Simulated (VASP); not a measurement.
## H3Pt16C: single point with PBE+D3(BJ)

The system is H3Pt16C, a slab with vacuum.

```
CELL_PARAMETERS angstrom
5.55589 0.00000 0.00000
-2.77794 4.81154 0.00000
0.00000 0.00000 26.17735
ATOMIC_POSITIONS crystal
Pt 0.33333 0.16667 0.32471
Pt 0.33333 0.66667 0.32471
Pt 0.83333 0.16667 0.32471
Pt 0.83333 0.66667 0.32471
Pt 0.66667 0.33333 0.41135
Pt 0.66667 0.83333 0.41135
Pt 0.16667 0.33333 0.41135
Pt 0.16667 0.83333 0.41135
Pt 0.99762 0.49881 0.49788
Pt 0.00000 0.00000 0.49740
Pt 0.50119 0.49881 0.49788
Pt 0.50119 0.00238 0.49788
Pt 0.33333 0.66667 0.58397
Pt 0.33351 0.16677 0.58682
Pt 0.83326 0.66649 0.58682
Pt 0.83323 0.16674 0.58682
C 0.00000 0.00000 0.65630
H 0.89196 0.78504 0.67102
H 0.21496 0.10692 0.67102
H 0.89308 0.10804 0.67102
```

```
Program             : VASP 6.6.1
Task                : single point
Functional          : PBE
Dispersion          : D3(BJ)
Potentials or basis : VASP PAW PBE potentials, release 64 (Pt, C, H)
Cutoff              : 520 eV
k mesh              : 6 × 6 × 1
Occupations         : gaussian, width 0.1 eV
Spin                : no spin polarisation
```

```yaml
Largest_force: 0.272 eV/Å
Band_gap_on_the_k_mesh: zero (an odd number of electrons rules out a gap without spin polarisation)
Dispersion_energy_per_atom: -0.482 eV
```

Forces in eV/Å, atoms in the order of the input:
```
Pt   0.031  0.018 -0.210
Pt   0.000  0.000 -0.141
Pt  -0.031  0.018 -0.210
Pt   0.000 -0.036 -0.210
Pt   0.000  0.000  0.272
Pt   0.005  0.003  0.189
Pt   0.000 -0.005  0.189
Pt  -0.005  0.003  0.189
Pt   0.003  0.002  0.000
Pt   0.000  0.000  0.005
Pt  -0.003  0.001  0.000
Pt   0.000 -0.003  0.000
Pt   0.000  0.000 -0.024
Pt   0.003  0.001 -0.014
Pt   0.000 -0.004 -0.014
Pt  -0.003  0.002 -0.014
C    0.000  0.000 -0.002
H    0.001 -0.013 -0.003
H    0.011  0.007 -0.003
H   -0.012  0.006 -0.003
```

Levels at points of the mesh, in eV from the Fermi level:
```csv
k point,band 81,band 82,band 83,band 84,band 85,band 86
"(0.00, 0.00, 0.00)",0.27,0.27,0.41,0.45,0.45,0.58
"(0.50, 0.00, 0.00)",-0.28,0.00,0.00,0.01,0.03,0.07
```

Wall time 39 min on 1 thread of Intel(R) Xeon(R) Platinum 8259CL CPU @ 2.50GHz (Skylake/Cascade Lake), on a shared host, peak memory 0.91 GiB.

Caveat: spin-orbit coupling is left out, which moves the levels of the heavy elements.
